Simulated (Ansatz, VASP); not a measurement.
# Bi: VASP beside Ansatz

POSCAR

```
Bi
1.0
    3.4414490040     -3.0902406750      0.0000000000
    3.4414490040      3.0902406750      0.0000000000
   -1.2432027094      0.0000000000      3.0714698416
Bi
2
Direct
    0.7530610000      0.7530610000      0.8573820000
    0.2469390000      0.2469390000      0.1426180000
```

Contents of INCAR.step1:

```
  PREC = Accurate
  ENCUT = 520
  ISMEAR = -1
  SIGMA = 0.05
  LREAL = False
  LASPH = True
  NELM = 100
  NBANDS = 22
  GGA = PE
  ALGO = Normal
  EDIFF = 1E-4
  LWAVE = True
  LCHARG = False
```

INCAR.step2

```
  PREC = Accurate
  ENCUT = 520
  EDIFF = 1E-6
  ISMEAR = -1
  SIGMA = 0.05
  LREAL = False
  LASPH = True
  NELM = 100
  ALGO = Normal
  ISIF = 2
  LWAVE = False
  LCHARG = False
  METAGGA = R2SCAN
  LMIXTAU = True
  NBANDS = 22
  ISTART = 1
```

The input KPOINTS:

```
Automatic mesh
0
Gamma
  6 6 9
```

Contents of input.yaml:

```yaml
crystal:
  lattice:
    - [3.441449004, -3.090240675, 0.0]
    - [3.441449004, 3.090240675, 0.0]
    - [-1.2432027094, 0.0, 3.0714698416]
  atoms:
    - { symbol: Bi, position: [0.753061, 0.753061, 0.857382] }
    - { symbol: Bi, position: [0.246939, 0.246939, 0.142618] }
hamiltonian:
  xc: r2scan
  pseudopotentials: { kind: paw }
kpoints:
  mp_grid: { grid: [6, 6, 9] }
scf:
  occupations: { method: fermi_dirac, width: 0.05 }
output:
  forces: true
  stress: true
  eigenvalues: true
  write_density: true
  write_potential: true
  elf: true
  volumetric_format: npy
```

Alike in both runs: task single point; functional r2SCAN; k mesh 6 × 6 × 9; occupations fermi-dirac, width 0.05 eV; no spin polarisation.

```csv
,VASP,Ansatz
version,VASP 6.6.1,Ansatz 0.2.0
potentials or method,"VASP PAW PBE potentials, release 64 (Bi_d)",Ansatz PAW
plane-wave cutoff (eV),520,500
valence electrons in the cell,30,30
```

Ansatz gave:

- gap on the k mesh at the Fermi level (eV): none
- pressure (GPa): 1.4
- traceless stress, the component that is largest in VASP (GPa): 0.64
- rms of the force components (eV/Å): 0.050

Task: Estimate VASP's values.

Result: gap on the k mesh at the Fermi level (eV): none; pressure (GPa): 1.3; traceless stress, the component that is largest in VASP (GPa): 0.65; rms of the force components (eV/Å): 0.049.

VASP's potentials were made for PBE, not for r2SCAN. Atom by atom the forces differ by 0.001 eV/Å (rms over components). A gap of «none» marks a metal or a gap that the smearing closes. The functional is the same, so the differences come from potentials, cutoffs and numerics.

Spin-orbit coupling is off throughout.
